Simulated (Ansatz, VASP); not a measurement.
**One calculation of Ni, two programs**

INCAR

```
PREC = Accurate
ENCUT = 520
EDIFF = 1E-6
ISMEAR = -1
SIGMA = 0.05
LREAL = F
LASPH = T
NELM = 150
ALGO = Normal
ISIF = 2
LWAVE = F
LCHARG = F
ISPIN = 2
MAGMOM = -0.696 -0.696 -0.705 -0.705
LORBIT = 11
LMAXMIX = 4
GGA = RE
NBANDS = 32
```

Contents of KPOINTS:

```
Automatic mesh
0
Gamma
  16 16 5
```

File POSCAR:

```
Ni
1.0
    2.5706244572      0.0000000000      0.0000000000
   -1.2853122286      2.2262260835      0.0000000000
    0.0000000000      0.0000000000      8.4139811450
Ni
4
Direct
    0.0000000000      0.0000000000      1.0000000000
    0.0000000000      0.0000000000      0.5000000000
    0.3333333333      0.6666666667      0.2500000000
    0.6666666667      0.3333333333      0.7500000000
```

Input for Ansatz:

```yaml
crystal:
  lattice:
    - [2.5706244572, 0.0, 0.0]
    - [-1.2853122286, 2.2262260835, 0.0]
    - [0.0, 0.0, 8.413981145]
  atoms:
    - { symbol: Ni, position: [0.0, 0.0, 1.0], spin: -0.696 }
    - { symbol: Ni, position: [0.0, 0.0, 0.5], spin: -0.696 }
    - { symbol: Ni, position: [0.3333333333, 0.6666666667, 0.25], spin: -0.705 }
    - { symbol: Ni, position: [0.6666666667, 0.3333333333, 0.75], spin: -0.705 }
hamiltonian:
  xc: revpbe
  pseudopotentials:
    kind: paw
    azcp:
      Ni: "pseudopotentials/Ni.paw.azcp"
basis:
  ecutwfc: 420
  fft_grid_basis: typed
kpoints:
  mp_grid: { grid: [16, 16, 5], shift: [0, 0, 0] }
magnetization:
  spin_polarized: true
scf:
  occupations: { method: fermi_dirac, width: 0.05 }
  lower_state_search: "off"
output:
  stress: true
```

Alike in both runs: task single point; functional revPBE; k mesh 16 × 16 × 5; occupations fermi-dirac, width 0.05 eV; collinear spin.

|  | VASP | Ansatz |
| --- | --- | --- |
| version | VASP 6.6.1 | Ansatz 0.2.0 |
| potentials or method | VASP PAW PBE potentials, release 64 (Ni), cutoff 520 eV | plane waves (420 eV) with PAW, scalar-relativistic |
| valence electrons in the cell | 40 | 72 |

VASP gave:

```
pressure (GPa)                                                : -11.4
traceless stress, the component that is largest in VASP (GPa) : 0.06
net moment per atom (μB)                                      : 0.66
size of the moment on the site where the two differ most (μB) : 0.68
```

**Question.** Estimate Ansatz's values.

**Answer.** Pressure (GPa): -11.7; traceless stress, the component that is largest in VASP (GPa): 0.02; net moment per atom (μB): 0.68; size of the moment on the site where the two differ most (μB): 0.72.

VASP's potentials were made for PBE, not for revPBE. Site moments also hang on the region over which each program counts them. VASP's potentials hold 40 valence electrons a cell and Ansatz's 72, so a difference there can come from the potentials and not from the codes.
